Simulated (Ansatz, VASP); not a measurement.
## BN in VASP and in Ansatz

```xyz
2
Lattice="0.0000 1.7930 1.9284 1.9284 0.0000 1.9284 1.9284 1.7930 0.0000" Properties=species:S:1:pos:R:3 pbc="T T T"
B     0.0000    0.0000    0.0000
N     2.8926    2.6896    2.8926
```

Alike in both runs: task single point; functional PBE; k mesh 12 × 12 × 12; occupations gaussian, width 0.05 eV; no spin polarisation.

|  | VASP | Ansatz |
| --- | --- | --- |
| version | VASP 6.6.1 | Ansatz 0.2.0 |
| potentials or method | VASP PAW PBE potentials, release 64 (B, N), cutoff 520 eV | scalar-relativistic, plane waves, PAW |
| valence electrons in the cell | 8 | 8 |

```tsv
	VASP	Ansatz	Ansatz less VASP
gap on the k mesh at the Fermi level (eV)	3.25	3.26	+0.008
least direct gap on the mesh (eV)	7.56	7.57	+0.007
```

The functional is the same, so the differences come from potentials, cutoffs and numerics.
